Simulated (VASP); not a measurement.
# BaTiO3 (P4mm) in VASP: single point with PBEsol

Aim: the single point of BaTiO3 with PBEsol.

Program: VASP 6.6.1. These are calculated values, not measurements. Logs are shortened: lines on timing, memory, paths and dates and some standing lists are left out, and cuts for length are marked.

## 1. The cell of the first run

Symmetry: P4mm, No. 99, tetragonal system. The conventional cell has a = 3.956 Å, b = 3.956 Å, c = 4.043 Å, α = 90.00°, β = 90.00°, γ = 90.00°. Ba (site symmetry 4mm) has 12 O at 2.77 to 2.88 Å and 8 Ti at 3.42 to 3.49 Å within 3.7 Å. Within 2.4 Å of Ti (site symmetry 4mm) lie 6 O at 1.84 to 2.20 Å. O (site symmetry 4mm) has 2 Ti at 1.84 to 2.20 Å within 2.4 Å. Within 2.6 Å of O (site symmetry 2mm) lie 2 Ti at 1.98 Å.

## 2. Single point, PBEsol

The input, INCAR:

```
PREC = Accurate ; ENCUT = 520
EDIFF = 1E-7 ; ISMEAR = 0
SIGMA = 0.02 ; LREAL = F
LASPH = T ; NELM = 60
ALGO = Normal ; ISIF = 2
LWAVE = F ; LCHARG = T
GGA = PS ; LELF = T
LVHAR = T ; NBANDS = 28
```

The input, KPOINTS:

```
Automatic mesh
0
Gamma
  8 8 8
```

The input, POSCAR:

```
BaTiO3
1.0
    3.9557417097      0.0000000000      0.0000000000
    0.0000000000      3.9557417097      0.0000000000
    0.0000000000      0.0000000000      4.0433218743
Ba Ti O
1 1 3
Direct
    0.0000000000      0.0000000000     -0.0048958014
    0.5000000000      0.5000000000      0.4799359844
    0.5000000000      0.5000000000      0.0247643276
    0.5000000000      0.0000000000      0.5140977447
    0.0000000000      0.5000000000      0.5140977447
```

Potentials or basis: VASP PAW PBE potentials, release 64 (Ba_sv, Ti_sv, O).

On the command line:

```sh
> cat potpaw_PBE.64/Ba_sv/POTCAR potpaw_PBE.64/Ti_sv/POTCAR potpaw_PBE.64/O/POTCAR > POTCAR
> mpirun -np 1 vasp_std > vasp.out
```

OUTCAR:

```text
PREC = Accurate
   ENCUT = 520
   EDIFF = 1E-7
   ISMEAR = 0
   LREAL = F
   LASPH = T
   NELM = 60
   ISIF = 2
   GGA = PS

 ion  position               nearest neighbor table
   1  0.000  0.000  0.995-   4 2.77   5 2.77   5 2.77   4 2.77   3 2.80   3 2.80   3 2.80   3 2.80
                             4 2.88   5 2.88   5 2.88   4 2.88   2 3.42   2 3.42   2 3.42   2 3.42
   2  0.500  0.500  0.480-   3 1.84   4 1.98   5 1.98   4 1.98   5 1.98   3 2.20   1 3.42   1 3.42
                             1 3.42   1 3.42   1 3.49   1 3.49   1 3.49   1 3.49
   3  0.500  0.500  0.025-   2 1.84   2 2.20   1 2.80   1 2.80   1 2.80   1 2.80
   4  0.500  0.000  0.514-   2 1.98   2 1.98   1 2.77   1 2.77   1 2.88   1 2.88
   5  0.000  0.500  0.514-   2 1.98   2 1.98   1 2.77   1 2.77   1 2.88   1 2.88

  LATTYP: Found a simple tetragonal cell.
 ALAT       =     3.9557417097
 C/A-ratio  =     1.0221400109

  Lattice vectors:

 A1 = (   3.9557417097,   0.0000000000,   0.0000000000)
 A2 = (   0.0000000000,   3.9557417097,   0.0000000000)
 A3 = (   0.0000000000,   0.0000000000,   4.0433218743)

Analysis of symmetry for initial positions (statically):
=====================================================================
 Subroutine PRICEL returns:
 Original cell was already a primitive cell.

 Routine SETGRP: Setting up the symmetry group for a
 simple tetragonal supercell.

 Subroutine GETGRP returns: Found  8 space group operations
 (whereof  8 operations were pure point group operations)
 out of a pool of 16 trial point group operations.

The static configuration has the point symmetry C_4v.

Analysis of symmetry for dynamics (positions and initial velocities):
=====================================================================
 Subroutine PRICEL returns:
 Original cell was already a primitive cell.

 Routine SETGRP: Setting up the symmetry group for a
 simple tetragonal supercell.

 Subroutine GETGRP returns: Found  8 space group operations
 (whereof  8 operations were pure point group operations)
 out of a pool of 16 trial point group operations.

The dynamic configuration has the point symmetry C_4v.

 Subroutine INISYM returns: Found  8 space group operations
 (whereof  8 operations are pure point group operations),
 and found     1 'primitive' translations

----------------------------------------------------------------------------------------

                                     Primitive cell

  volume of cell :      63.2695

  direct lattice vectors                    reciprocal lattice vectors
     3.955741710  0.000000000  0.000000000     0.252797092  0.000000000  0.000000000
     0.000000000  3.955741710  0.000000000     0.000000000  0.252797092  0.000000000
     0.000000000  0.000000000  4.043321874     0.000000000  0.000000000  0.247321393

  length of vectors
     3.955741710  3.955741710  4.043321874     0.252797092  0.252797092  0.247321393

  position of ions in fractional coordinates (direct lattice)
     0.000000000  0.000000000  0.995104199
     0.500000000  0.500000000  0.479935984
     0.500000000  0.500000000  0.024764328
     0.500000000  0.000000000  0.514097745
     0.000000000  0.500000000  0.514097745

  ion indices of the primitive-cell ions
   primitive index   ion index
                 1           1
                 2           2
                 3           3
                 4           4
                 5           5

----------------------------------------------------------------------------------------

 KPOINTS: Automatic mesh

Automatic generation of k-mesh.
 Grid dimensions read from file:
 generate k-points for:    8    8    8

 Generating k-lattice:

  Cartesian coordinates                     Fractional coordinates (reciprocal lattice)
     0.031599636  0.000000000  0.000000000     0.125000000  0.000000000  0.000000000
     0.000000000  0.031599636  0.000000000     0.000000000  0.125000000  0.000000000
     0.000000000  0.000000000  0.030915174     0.000000000  0.000000000  0.125000000

  Length of vectors
     0.031599636  0.031599636  0.030915174

  Shift w.r.t. Gamma in fractional coordinates (k-lattice)
     0.000000000  0.000000000  0.000000000

 Subroutine IBZKPT returns following result:
 ===========================================

 Found     75 irreducible k-points:

 Following reciprocal coordinates:
            Coordinates               Weight
  0.000000  0.000000  0.000000      1.000000
  0.125000  0.000000  0.000000      4.000000
  0.250000  0.000000  0.000000      4.000000
  0.375000  0.000000  0.000000      4.000000
  0.500000  0.000000  0.000000      2.000000
  0.125000  0.125000  0.000000      4.000000
[... 16 lines left out ...]
  0.375000  0.125000  0.125000     16.000000
  0.500000  0.125000  0.125000      8.000000
 [... further k-points ...]
   k-points           NKPTS =     75   k-points in BZ     NKDIM =     75   number of bands    NBANDS=     28
   number of dos      NEDOS =    301   number of ions     NIONS =      5
   total plane-waves  NPLWV =  27000
   dimension x,y,z NGX =    30 NGY =   30 NGZ =   30
   dimension x,y,z NGXF=    60 NGYF=   60 NGZF=   60
   ions per type =               1   1   3
   NGX,Y,Z   is equivalent  to a cutoff of  12.61, 12.61, 12.33 a.u.
   NGXF,Y,Z  is equivalent  to a cutoff of  25.22, 25.22, 24.67 a.u.
 SYSTEM =  unknown system
   PREC   = accura    normal or accurate (medium, high low for compatibility)
   ISTART =      0    job   : 0-new  1-cont  2-samecut
   ICHARG =      2    charge: 1-file 2-atom 10-const
   ISPIN  =      1    spin polarized calculation?
   LNONCOLLINEAR =      F non collinear calculations
   LSORBIT =      F    spin-orbit coupling
   LASPH  =      T    aspherical Exc in radial PAW
   ENCUT  =  520.0 eV  38.22 Ry    6.18 a.u.   7.36  7.36  7.52*2*pi/ulx,y,z
   NELM   =     60;   NELMIN=  2; NELMDL= -5     # of ELM steps
   EDIFF  = 0.1E-06   stopping-criterion for ELM
   LREAL  =      F    real-space projection
   EDIFFG = 0.1E-05   stopping-criterion for IOM
   NSW    =      0    number of steps for IOM
   IBRION =     -1    ionic relax: 0-MD 1-quasi-New 2-CG
   NFREE  =      0    steps in history (QN), initial steepest desc. (CG)
   ISIF   =      2    stress and relaxation
   ISYM   =      2    0-nonsym 1-usesym 2-fastsym
   POTIM  = 0.5000    time-step for ionic-motion
   TEBEG  =    0.0;   TEEND  =   0.0 temperature during run
   PSTRESS=    0.0 pullay stress
   NELECT =      40.0000    total number of electrons
   NUPDOWN=      -1.0000    fix difference up-down
   EMIN   =  10.00;   EMAX   =-10.00  energy-range for DOS
   EFERMI =   0.00;   METHOD = LEGACY
   ISMEAR =     0;   SIGMA  =   0.02  broadening in eV -4-tet -1-fermi 0-gaus
   EFERMI_NEDOS =   21; number of points for ismear=-14 and -15
   IALGO  =     38    algorithm
   IMIX   =      4    mixing-type and parameters
     AMIX     =   0.40;   BMIX     =  1.00
     AMIX_MAG =   1.60;   BMIX_MAG =  1.00
  volume/ion in A,a.u.               =      12.65        85.39
  Fermi-wavevector in a.u.,A,eV,Ry     =   1.405066  2.655190 26.860770  1.974211
  Thomas-Fermi vector in A             =   2.527565
   LORBIT       =      0    0 simple, 1 ext, 2 COOP (PROOUT), +10 PAW based schemes
   GGA     = PS    functional components
   LHFCALC =     F    Hartree Fock is set to
   AEXX    =    0.0000 exact exchange contribution
   IVDW    =     0    specifies the selected vdW correction
   LEPSILON=     F    determine dielectric tensor
   LRPA    =     F    only Hartree local field effects (RPA)
 non-spin polarized calculation
 Gauss-broadening in eV      SIGMA  =   0.02
  energy-cutoff  :      520.00
  volume of cell :       63.27
 maximum number of plane-waves:      1743
 NGX is ok and might be reduce to    30
   NGX = 15   NGY = 15   NGZ = 15

 number of electron      39.9999989 magnetization

 Free energy of the ion-electron system (eV)
  ---------------------------------------------------
  ext. energy  EPLUGINS =         0.00000000
  ---------------------------------------------------
  free energy    TOTEN  =       -41.99667674 eV

  energy without entropy =      -41.99667674  energy(sigma->0) =      -41.99667674

 E-fermi :   4.0115     XC(G=0): -11.5773

 val. band max:        3.8943984845   @ k =   0.5000   0.5000   0.5000
 cond. band min:       5.6762018836   @ k =   0.0000   0.0000   0.0000
 fundamental gap:      1.7818033991
 Fermi energy:         4.0114685113

 k-point     1 :       0.0000    0.0000    0.0000
  band No.  band energies     occupation
      1     -52.3439      2.00000
      2     -28.7514      2.00000
      3     -28.6792      2.00000
      4     -28.6792      2.00000
      5     -20.9627      2.00000
      6     -13.0481      2.00000
[... 20 lines left out ...]
     27       8.8469      0.00000
     28      11.0833      0.00000

 k-point     2 :       0.1250    0.0000    0.0000
  band No.  band energies     occupation
      1     -52.3437      2.00000
      2     -28.7510      2.00000
      3     -28.6885      2.00000
      4     -28.6788      2.00000
      5     -20.9429      2.00000
      6     -13.0602      2.00000
[... 20 lines left out ...]
     27       9.1620      0.00000
     28      11.4706      0.00000

 k-point     3 :       0.2500    0.0000    0.0000
  band No.  band energies     occupation
      1     -52.3433      2.00000
      2     -28.7501      2.00000
      3     -28.7109      2.00000
      4     -28.6780      2.00000
      5     -20.8941      2.00000
      6     -13.1415      2.00000
[... 20 lines left out ...]
     27       9.9503      0.00000
     28      12.1614      0.00000

 k-point     4 :       0.3750    0.0000    0.0000
  band No.  band energies     occupation
      1     -52.3428      2.00000
      2     -28.7492      2.00000
      3     -28.7332      2.00000
      4     -28.6771      2.00000
      5     -20.8443      2.00000
      6     -13.2657      2.00000
[... 578 lines left out ...]
     27      10.3870      0.00000
     28      12.1041      0.00000

 k-point    23 :       0.3750    0.1250    0.1250
  band No.  band energies     occupation
      1     -52.3425      2.00000
      2     -28.7559      2.00000
      3     -28.7321      2.00000
      4     -28.6859      2.00000
      5     -20.8196      2.00000
      6     -13.1324      2.00000
[... 20 lines left out ...]
     27      11.3191      0.00000
     28      12.4532      0.00000

 k-point    24 :       0.5000    0.1250    0.1250
  band No.  band energies     occupation
      1     -52.3423      2.00000
      2     -28.7555      2.00000
      3     -28.7413      2.00000
      4     -28.6855      2.00000
      5     -20.8006      2.00000
      6     -13.1737      2.00000
[... 20 lines left out ...]
     27      11.7278      0.00000
     28      12.5980      0.00000

 [... further k-points ...]

------------------------ aborting loop because EDIFF is reached ----------------------------------------

  FORCE on cell =-STRESS in cart. coord.  units (eV):
  Direction    XX          YY          ZZ          XY          YZ          ZX
  --------------------------------------------------------------------------------------
  -------------------------------------------------------------------------------------
  Total        0.7562750      0.7562750      0.7881423      0.0000000      0.0000000      0.0000000
  in kB       19.1512082     19.1512082     19.9581862      0.0000000      0.0000000      0.0000000
  external PRESSURE =      19.4202008 kB  Pullay stress =       0.0000000 kB

 VOLUME and BASIS-vectors are now :
 -----------------------------------------------------------------------------
  energy-cutoff  :      520.00
  volume of cell :       63.27
      direct lattice vectors                 reciprocal lattice vectors
     3.955741710  0.000000000  0.000000000     0.252797092  0.000000000  0.000000000
     0.000000000  3.955741710  0.000000000     0.000000000  0.252797092  0.000000000
     0.000000000  0.000000000  4.043321874     0.000000000  0.000000000  0.247321393

 POSITION                                       TOTAL-FORCE (eV/Angst)
 -----------------------------------------------------------------------------------
      0.00000      0.00000      4.02353         0.000000      0.000000      0.035137
      1.97787      1.97787      1.94054         0.000000     -0.000000      0.053177
      1.97787      1.97787      0.10013         0.000000     -0.000000     -0.053539
      1.97787      0.00000      2.07866         0.000000      0.000000     -0.017388
      0.00000      1.97787      2.07866        -0.000000      0.000000     -0.017388
 -----------------------------------------------------------------------------------
    total drift:                                0.000000      0.000000     -0.000022

  FREE ENERGIE OF THE ION-ELECTRON SYSTEM (eV)
  ---------------------------------------------------
  free  energy   TOTEN  =       -41.9966767444 eV

  energy  without entropy=      -41.9966767444  energy(sigma->0) =      -41.99667674
```

Wall time 83 s (1 thread of Intel Xeon Platinum 8488C (Sapphire Rapids), shared host); peak memory 0.26 GiB.

What came out:

```yaml
Free_energy: -41.9967 eV
Pressure: 1.9 GPa
Largest_force: 0.054 eV/Å
Band_gap_on_the_k_mesh: 1.78 eV, indirect (least direct gap 2.19 eV)
```

Forces in eV/Å, atoms in the order of the input:
```
Ba   0.000  0.000  0.035
Ti   0.000  0.000  0.053
O    0.000  0.000 -0.054
O    0.000  0.000 -0.017
O    0.000  0.000 -0.017
```

Stress tensor (GPa, compression positive):
```
1.92 0.00 0.00
0.00 1.92 0.00
0.00 0.00 2.00
```

Levels at points of the mesh, in eV from the valence-band top:
| k point | band 17 | band 18 | band 19 | band 20 | band 21 | band 22 | band 23 | band 24 |
| --- | --- | --- | --- | --- | --- | --- | --- | --- |
| (0.00, 0.00, 0.00) | -1.27 | -0.50 | -0.41 | -0.41 | 1.78 | 2.17 | 2.17 | 4.21 |
| (0.50, 0.00, 0.00) | -1.96 | -1.78 | -1.20 | -1.02 | 2.30 | 3.61 | 3.67 | 4.25 |
| (0.50, 0.50, 0.00) | -1.87 | -1.03 | -1.03 | -0.08 | 3.70 | 3.70 | 4.07 | 4.69 |
| (0.00, 0.00, 0.50) | -2.07 | -2.07 | -0.73 | -0.73 | 1.95 | 3.62 | 3.62 | 4.21 |
| (0.50, 0.00, 0.50) | -1.78 | -1.00 | -0.97 | -0.31 | 3.64 | 3.64 | 3.99 | 5.05 |
| (0.50, 0.50, 0.50) | -2.51 | -0.22 | -0.22 | 0.00 | 4.26 | 4.26 | 4.31 | 6.40 |

Caveat: the PAW data sets were made with another functional, which shifts forces and pressure a little; spin-orbit coupling is left out, which moves the levels of the heavy elements. A k mesh can miss the band edges.
